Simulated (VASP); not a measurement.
Wanted: the native input for a VASP 6.6.1 run.

```yaml
Task: single point
Functional: PBE0
Potentials_or_basis: VASP PAW PBE potentials, release 64 (Pb_d, S)
Cutoff: 520 eV
k_mesh: 5 × 5 × 5
Occupations: fermi-dirac, width 0.05 eV
Spin: no spin polarisation
Dipole_correction: no
Grid_for_exact_exchange_PRECFOCK: Normal
Further_INCAR_settings: ALGO = Normal; EDIFF = 1e-06; NBANDS = 17
```

Crystal: PbS (Galena).

```xyz
2
Lattice="0.0000 2.9657 2.9657 2.9657 0.0000 2.9657 2.9657 2.9657 0.0000" Properties=species:S:1:pos:R:3 pbc="T T T"
Pb    0.0000    0.0000    0.0000
S     2.9657    2.9657    2.9657
```

These files were run (other wordings do the same):

POSCAR

```
PbS
1.0
    0.0000000000      2.9657500000      2.9657500000
    2.9657500000      0.0000000000      2.9657500000
    2.9657500000      2.9657500000      0.0000000000
Pb S
1 1
Direct
    0.0000000000      0.0000000000      0.0000000000
    0.5000000000      0.5000000000      0.5000000000
```

INCAR.step1

```
SYSTEM = PbS
PREC     = Accurate       ! precision mode
ENCUT    = 520            ! plane-wave cutoff, eV
EDIFF    = 1E-5           ! SCF threshold, eV
ISMEAR   = -1             ! smearing method
SIGMA    = 0.05           ! smearing width, eV
LREAL    = .FALSE.        ! projectors in reciprocal space
LASPH    = .TRUE.         ! aspherical terms in the spheres
NELM     = 60             ! most SCF steps
ALGO     = Normal         ! electronic algorithm
ISIF     = 2              ! what is computed and relaxed
LWAVE    = .TRUE.         ! write WAVECAR
LCHARG   = .FALSE.        ! write CHGCAR
NBANDS   = 17             ! bands
GGA      = PE             ! functional
```

INCAR.step2

```
SYSTEM = PbS
PREC     = Accurate       ! precision mode
ENCUT    = 520            ! plane-wave cutoff, eV
EDIFF    = 1E-6           ! SCF threshold, eV
ISMEAR   = -1             ! smearing method
SIGMA    = 0.05           ! smearing width, eV
LREAL    = .FALSE.        ! projectors in reciprocal space
LASPH    = .TRUE.         ! aspherical terms in the spheres
NELM     = 60             ! most SCF steps
ALGO     = Normal         ! electronic algorithm
ISIF     = 2              ! what is computed and relaxed
LWAVE    = .FALSE.        ! write WAVECAR
LCHARG   = .FALSE.        ! write CHGCAR
GGA      = PE             ! functional
LHFCALC  = .TRUE.         ! exact exchange
AEXX     = 0.25           ! exact-exchange fraction
PRECFOCK = Normal       
NBANDS   = 17             ! bands
ISTART   = 1
```

KPOINTS

```
regular mesh
0
G
  5 5 5
  0 0 0
```

Potentials or basis: VASP PAW PBE potentials, release 64 (Pb_d, S).

Command:

```console
$ cat potpaw_PBE.64/Pb_d/POTCAR potpaw_PBE.64/S/POTCAR > POTCAR
$ cp INCAR.step1 INCAR
$ mpirun -np 1 vasp_std > vasp.out
$ cp INCAR.step2 INCAR
$ mpirun -np 1 vasp_std > vasp.out
```

It gave:

```yaml
Pressure: 0.8 GPa
```

Caveat: the PAW data sets were made with another functional, which shifts forces and pressure a little.

It took 20 min on 1 thread of Intel Xeon 6975P-C, with other jobs on the host, peak memory 0.2 GiB.
